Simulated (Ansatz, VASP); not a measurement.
CaZr3N2 in VASP and in Ansatz

```xyz
6
Lattice="3.5787 0.0000 0.0000 0.0000 3.5787 0.0000 0.0000 0.0000 7.0035" Properties=species:S:1:pos:R:3 pbc="T T T"
Ca    0.0000    0.0000    0.0000
Zr    1.7893    1.7893    0.0000
Zr    0.0000    1.7893    2.5926
Zr    1.7893    0.0000    4.4109
N     0.0000    1.7893    5.0406
N     1.7893    0.0000    1.9629
```

Change from the starting cell: species swapped into the Hf2CuSb3 type (P-4m2, No. 115).

Alike in both runs: task relaxation of cell and atoms; functional PBE; k mesh 6 × 6 × 4; occupations gaussian, width 0.1 eV; no spin polarisation.

```csv
,VASP,Ansatz
version,VASP 6.6.1,Ansatz 0.2.0
potentials or method,"VASP PAW PBE potentials, release 64 (Ca_sv, Zr_sv, N), cutoff 600 eV","scalar-relativistic, plane waves, PAW"
valence electrons in the cell,56,56
```

VASP gave:

```
gap on the k mesh at the Fermi level, each at its own relaxed structure (eV) : none
relaxed volume (Å³/atom)                                                     : 15.03
relaxed cell length with the largest relative difference (Å)                 : 3.584
```

**Question.** What did Ansatz give for the same quantities?

**Answer.** gap on the k mesh at the Fermi level, each at its own relaxed structure (eV): none; relaxed volume (Å³/atom): 14.96; relaxed cell length with the largest relative difference (Å): 3.576.

A gap of «none» marks a metal or a gap that the smearing closes.
